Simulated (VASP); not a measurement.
# Rh (P6_3/mmc) in VASP: further runs

Rh is run at these levels: PBEsol; tasks: single point.

All numbers are computed with VASP 6.6.1; they aren't measurements. Logs are shortened: lines on timing, memory, paths and dates and some standing lists are left out, and cuts for length are marked.

## (1) The cell of the first run

It takes space group P6_3/mmc (No. 194, hexagonal). Conventional cell: a = 2.692 Å, b = 2.692 Å, c = 8.798 Å, α = 90.00°, β = 90.00°, γ = 120.00°. Within 3.5 Å of Rh (site symmetry -3m) lie 12 Rh at 2.69 Å. Within 3.5 Å of Rh (site symmetry -6m2) lie 12 Rh at 2.69 Å.

## (2) Single point, PBEsol

INCAR reads:

```
  PREC = Accurate
  ENCUT = 520
  EDIFF = 1E-7
  ISMEAR = -1
  SIGMA = 0.1
  LREAL = False
  LASPH = True
  NELM = 100
  ALGO = Normal
  ISIF = 2
  LWAVE = False
  LCHARG = False
  GGA = PS
  NBANDS = 38
```

KPOINTS reads:

```
regular mesh
0
Gamma
  9 9 3
```

POSCAR reads:

```
Rh
1.0
    2.6917400000      0.0000000000      0.0000000000
   -1.3458700000      2.3311200000      0.0000000000
    0.0000000000      0.0000000000      8.7980700000
Rh
4
Direct
    0.0000000000      0.0000000000      0.0000000000
    0.3333333333      0.6666666667      0.2500000000
    0.0000000000      0.0000000000      0.5000000000
    0.6666666667      0.3333333333      0.7500000000
```

Potentials or basis: VASP PAW PBE potentials, release 64 (Rh_pv).

Command:

```console
cat potpaw_PBE.64/Rh_pv/POTCAR > POTCAR
mpirun -np 1 vasp_std > vasp.out
```

OUTCAR:

```text
PREC = Accurate
   ENCUT = 520
   EDIFF = 1E-7
   ISMEAR = -1
   LREAL = False
   LASPH = True
   NELM = 100
   ISIF = 2
   GGA = PS

 ion  position               nearest neighbor table
   1  0.000  0.000  0.000-   2 2.69   4 2.69   4 2.69   2 2.69   4 2.69   2 2.69
   2  0.333  0.667  0.250-   1 2.69   3 2.69   1 2.69   3 2.69   1 2.69   3 2.69
   3  0.000  0.000  0.500-   2 2.69   4 2.69   4 2.69   2 2.69   4 2.69   2 2.69
   4  0.667  0.333  0.750-   1 2.69   3 2.69   1 2.69   3 2.69   1 2.69   3 2.69

  LATTYP: Found a hexagonal cell.
 ALAT       =     2.6917400000
 C/A-ratio  =     3.2685437672

  Lattice vectors:

 A1 = (   2.6917400000,   0.0000000000,   0.0000000000)
 A2 = (  -1.3458700000,   2.3311200000,   0.0000000000)
 A3 = (   0.0000000000,   0.0000000000,   8.7980700000)

Analysis of symmetry for initial positions (statically):
=====================================================================
 Subroutine PRICEL returns:
 Original cell was already a primitive cell.

 Routine SETGRP: Setting up the symmetry group for a
 hexagonal supercell.

 Subroutine GETGRP returns: Found 24 space group operations
 (whereof 12 operations were pure point group operations)
 out of a pool of 24 trial point group operations.

The static configuration has the point symmetry D_3d.
 The point group associated with its full space group is D_6h.

Analysis of symmetry for dynamics (positions and initial velocities):
=====================================================================
 Subroutine PRICEL returns:
 Original cell was already a primitive cell.

 Routine SETGRP: Setting up the symmetry group for a
 hexagonal supercell.

 Subroutine GETGRP returns: Found 24 space group operations
 (whereof 12 operations were pure point group operations)
 out of a pool of 24 trial point group operations.

The dynamic configuration has the point symmetry D_3d.
 The point group associated with its full space group is D_6h.

 Subroutine INISYM returns: Found 24 space group operations
 (whereof 12 operations are pure point group operations),
 and found     1 'primitive' translations

----------------------------------------------------------------------------------------

                                     Primitive cell

  volume of cell :      55.2059

  direct lattice vectors                    reciprocal lattice vectors
     2.691740000  0.000000000  0.000000000     0.371506906  0.214489173  0.000000000
    -1.345870000  2.331120000  0.000000000     0.000000000  0.428978345  0.000000000
     0.000000000  0.000000000  8.798070000     0.000000000  0.000000000  0.113661292

  length of vectors
     2.691740000  2.691744139  8.798070000     0.428979005  0.428978345  0.113661292

  position of ions in fractional coordinates (direct lattice)
     0.000000000  0.000000000  0.000000000
     0.333333333  0.666666667  0.250000000
     0.000000000  0.000000000  0.500000000
     0.666666667  0.333333333  0.750000000

  ion indices of the primitive-cell ions
   primitive index   ion index
                 1           1
                 2           2
                 3           3
                 4           4

----------------------------------------------------------------------------------------

 KPOINTS: regular mesh

Automatic generation of k-mesh.
 Grid dimensions read from file:
 generate k-points for:    9    9    3

 Generating k-lattice:

  Cartesian coordinates                     Fractional coordinates (reciprocal lattice)
     0.041278545  0.023832130  0.000000000     0.111111111 -0.000000000  0.000000000
     0.000000000  0.047664261  0.000000000     0.000000000  0.111111111  0.000000000
     0.000000000  0.000000000  0.037887097     0.000000000  0.000000000  0.333333333

  Length of vectors
     0.047664334  0.047664261  0.037887097

  Shift w.r.t. Gamma in fractional coordinates (k-lattice)
     0.000000000  0.000000000  0.000000000

 Subroutine IBZKPT returns following result:
 ===========================================

 Found     24 irreducible k-points:

 Following reciprocal coordinates:
            Coordinates               Weight
  0.000000  0.000000  0.000000      1.000000
  0.111111  0.000000  0.000000      6.000000
  0.222222  0.000000  0.000000      6.000000
  0.333333  0.000000  0.000000      6.000000
  0.444444  0.000000  0.000000      6.000000
  0.111111  0.111111  0.000000      6.000000
[... 16 lines left out ...]
  0.333333  0.222222  0.333333     24.000000
  0.333333  0.333333  0.333333      4.000000
   k-points           NKPTS =     24   k-points in BZ     NKDIM =     24   number of bands    NBANDS=     38
   number of dos      NEDOS =    301   number of ions     NIONS =      4
   total plane-waves  NPLWV =  28000
   dimension x,y,z NGX =    20 NGY =   20 NGZ =   70
   dimension x,y,z NGXF=    40 NGYF=   40 NGZF=  140
   ions per type =               4
   NGX,Y,Z   is equivalent  to a cutoff of  12.35, 12.35, 13.23 a.u.
   NGXF,Y,Z  is equivalent  to a cutoff of  24.70, 24.70, 26.45 a.u.
 SYSTEM =  unknown system
   PREC   = accura    normal or accurate (medium, high low for compatibility)
   ISTART =      0    job   : 0-new  1-cont  2-samecut
   ICHARG =      2    charge: 1-file 2-atom 10-const
   ISPIN  =      1    spin polarized calculation?
   LNONCOLLINEAR =      F non collinear calculations
   LSORBIT =      F    spin-orbit coupling
   LASPH  =      T    aspherical Exc in radial PAW
   ENCUT  =  520.0 eV  38.22 Ry    6.18 a.u.   5.00  5.00 16.36*2*pi/ulx,y,z
   NELM   =    100;   NELMIN=  2; NELMDL= -5     # of ELM steps
   EDIFF  = 0.1E-06   stopping-criterion for ELM
   LREAL  =      F    real-space projection
   EDIFFG = 0.1E-05   stopping-criterion for IOM
   NSW    =      0    number of steps for IOM
   IBRION =     -1    ionic relax: 0-MD 1-quasi-New 2-CG
   NFREE  =      0    steps in history (QN), initial steepest desc. (CG)
   ISIF   =      2    stress and relaxation
   ISYM   =      2    0-nonsym 1-usesym 2-fastsym
   POTIM  = 0.5000    time-step for ionic-motion
   TEBEG  =    0.0;   TEEND  =   0.0 temperature during run
   PSTRESS=    0.0 pullay stress
   NELECT =      60.0000    total number of electrons
   NUPDOWN=      -1.0000    fix difference up-down
   EMIN   =  10.00;   EMAX   =-10.00  energy-range for DOS
   EFERMI =   0.00;   METHOD = LEGACY
   ISMEAR =    -1;   SIGMA  =   0.10  broadening in eV -4-tet -1-fermi 0-gaus
   EFERMI_NEDOS =   21; number of points for ismear=-14 and -15
   IALGO  =     38    algorithm
   IMIX   =      4    mixing-type and parameters
     AMIX     =   0.40;   BMIX     =  1.00
     AMIX_MAG =   1.60;   BMIX_MAG =  1.00
  volume/ion in A,a.u.               =      13.80        93.14
  Fermi-wavevector in a.u.,A,eV,Ry     =   1.683179  3.180746 38.546532  2.833090
  Thomas-Fermi vector in A             =   2.766426
   LORBIT       =      0    0 simple, 1 ext, 2 COOP (PROOUT), +10 PAW based schemes
   GGA     = PS    functional components
   LHFCALC =     F    Hartree Fock is set to
   AEXX    =    0.0000 exact exchange contribution
   IVDW    =     0    specifies the selected vdW correction
   LEPSILON=     F    determine dielectric tensor
   LRPA    =     F    only Hartree local field effects (RPA)
 non-spin polarized calculation
  energy-cutoff  :      520.00
  volume of cell :       55.21
 maximum number of plane-waves:      1505
 NGX is ok and might be reduce to    20
   NGX =  9   NGY =  9   NGZ = 33

 number of electron      60.0000002 magnetization

 Free energy of the ion-electron system (eV)
  ---------------------------------------------------
  ext. energy  EPLUGINS =         0.00000000
  ---------------------------------------------------
  free energy    TOTEN  =       -32.55314202 eV

  energy without entropy =      -32.37628783  energy(sigma->0) =      -32.46471492

 E-fermi :  11.6860     XC(G=0): -14.1932

 val. band max:       11.6692126080   @ k =   0.3333   0.0000   0.3333
 cond. band min:      11.6950460866   @ k =   0.2222   0.0000   0.3333
 fundamental gap:      0.0258334786
 Fermi energy:        11.6860406510

 k-point     1 :       0.0000    0.0000    0.0000
  band No.  band energies     occupation
      1     -35.3699      2.00000
      2     -35.0187      2.00000
      3     -35.0090      2.00000
      4     -34.7338      2.00000
      5     -34.7338      2.00000
      6     -34.6907      2.00000
[... 30 lines left out ...]
     37      20.1904      0.00000
     38      26.0589      0.00000

 k-point     2 :       0.1111    0.0000    0.0000
  band No.  band energies     occupation
      1     -35.3420      2.00000
      2     -35.0275      2.00000
      3     -35.0172      2.00000
      4     -34.7981      2.00000
      5     -34.7545      2.00000
      6     -34.7410      2.00000
[... 30 lines left out ...]
     37      20.1236      0.00000
     38      26.5003      0.00000

 k-point     3 :       0.2222    0.0000    0.0000
  band No.  band energies     occupation
      1     -35.2668      2.00000
      2     -35.0902      2.00000
      3     -35.0716      2.00000
      4     -34.9524      2.00000
      5     -34.8860      2.00000
      6     -34.8135      2.00000
[... 30 lines left out ...]
     37      20.0175      0.00000
     38      26.1112      0.00000

 k-point     4 :       0.3333    0.0000    0.0000
  band No.  band energies     occupation
      1     -35.2321      2.00000
      2     -35.2291      2.00000
      3     -35.1281      2.00000
      4     -35.1203      2.00000
      5     -35.0746      2.00000
      6     -34.8602      2.00000
[... 30 lines left out ...]
     37      20.0246      0.00000
     38      22.4172      0.00000
[... 703 lines left out ...]
      4     -35.1495      2.00000
      5     -35.0220      2.00000
      6     -34.9663      2.00000
[... 30 lines left out ...]
     37      22.6771      0.00000
     38      22.8654      0.00000

 k-point    23 :       0.3333    0.2222    0.3333
  band No.  band energies     occupation
      1     -35.2530      2.00000
      2     -35.2334      2.00000
      3     -35.1946      2.00000
      4     -35.1839      2.00000
      5     -35.0276      2.00000
      6     -35.0197      2.00000
[... 30 lines left out ...]
     37      21.0403      0.00000
     38      21.2021      0.00000

 k-point    24 :       0.3333    0.3333    0.3333
  band No.  band energies     occupation
      1     -35.1984      2.00000
      2     -35.1869      2.00000
      3     -35.1869      2.00000
      4     -35.1333      2.00000
      5     -35.0907      2.00000
      6     -35.0907      2.00000
[... 30 lines left out ...]
     37      19.6232      0.00000
     38      19.6232      0.00000

------------------------ aborting loop because EDIFF is reached ----------------------------------------

  FORCE on cell =-STRESS in cart. coord.  units (eV):
  Direction    XX          YY          ZZ          XY          YZ          ZX
  --------------------------------------------------------------------------------------
  -------------------------------------------------------------------------------------
  Total       -1.6806978     -1.6807047     -2.2343203     -0.0000000      0.0000000     -0.0000000
  in kB      -48.7769964    -48.7771964    -64.8441577     -0.0000000      0.0000000     -0.0000000
  external PRESSURE =     -54.1327835 kB  Pullay stress =       0.0000000 kB

 VOLUME and BASIS-vectors are now :
 -----------------------------------------------------------------------------
  energy-cutoff  :      520.00
  volume of cell :       55.21
      direct lattice vectors                 reciprocal lattice vectors
     2.691740000  0.000000000  0.000000000     0.371506906  0.214489173  0.000000000
    -1.345870000  2.331120000  0.000000000     0.000000000  0.428978345  0.000000000
     0.000000000  0.000000000  8.798070000     0.000000000  0.000000000  0.113661292

 POSITION                                       TOTAL-FORCE (eV/Angst)
 -----------------------------------------------------------------------------------
      0.00000      0.00000      0.00000        -0.000000      0.000000      0.000000
     -0.00000      1.55408      2.19952         0.000000     -0.000000     -0.000000
      0.00000      0.00000      4.39903        -0.000000      0.000000      0.000000
      1.34587      0.77704      6.59855        -0.000000      0.000000      0.000000
 -----------------------------------------------------------------------------------
    total drift:                                0.000000     -0.000000      0.000000

  FREE ENERGIE OF THE ION-ELECTRON SYSTEM (eV)
  ---------------------------------------------------
  free  energy   TOTEN  =       -32.5531420180 eV

  energy  without entropy=      -32.3762878309  energy(sigma->0) =      -32.46471492
```

Run time: 35 s. Hardware: 1 thread of Intel Xeon Platinum 8559C (Emerald Rapids), shared host; peak memory 0.19 GiB.

What came out:

| Quantity | Value |
| --- | --- |
| Free energy | -32.5531 eV |
| Pressure | -5.4 GPa |
| Band gap on the k mesh | zero (band 30 reaches 12.30 eV, above the bottom of band 31 at 10.68 eV) |

Stress tensor (GPa, compression positive):
```
-4.88  0.00  0.00
 0.00 -4.88  0.00
 0.00  0.00 -6.48
```

Caveat: the PAW data sets were made with another functional, which shifts forces and pressure a little.

## (3) Single point, PBEsol

INCAR reads:

```
SYSTEM = Rh
  PREC = Accurate
  ENCUT = 520
  EDIFF = 1E-7
  ISMEAR = -1
  SIGMA = 0.1
  LREAL = .False.
  LASPH = .True.
  NELM = 60
  ALGO = Normal
  ISIF = 2
  LWAVE = .False.
  LCHARG = .False.
  GGA = PS
  NBANDS = 38
```

KPOINTS reads:

```
Automatic mesh
0
Gamma
  9 9 3
  0 0 0
```

POSCAR is that of step 2.

Potentials or basis: VASP PAW PBE potentials, release 64 (Rh_pv).

Command:

```console
cat potpaw_PBE.64/Rh_pv/POTCAR > POTCAR
mpirun -np 1 vasp_std > vasp.out
```

Wall time 32 s (1 thread of Intel Xeon Platinum 8559C (Emerald Rapids), shared host); peak memory 0.18 GiB.

The run converged. Its results:

* Free energy: -32.5531 eV
* Pressure: -5.4 GPa
* Band gap on the k mesh: zero (band 30 reaches 12.30 eV, above the bottom of band 31 at 10.68 eV)

Stress tensor (GPa, compression positive):
```
-4.88  0.00  0.00
 0.00 -4.88  0.00
 0.00  0.00 -6.48
```

Levels at points of the mesh, in eV from the Fermi level:
```csv
k point,band 26,band 27,band 28,band 29,band 30,band 31,band 32,band 33,band 34,band 35
"(0.00, 0.00, 0.00)",-2.60,-2.60,-1.41,-1.41,-0.82,-0.82,-0.33,-0.33,0.44,0.44
```

Caveat: the PAW data sets were made with another functional, which shifts forces and pressure a little.
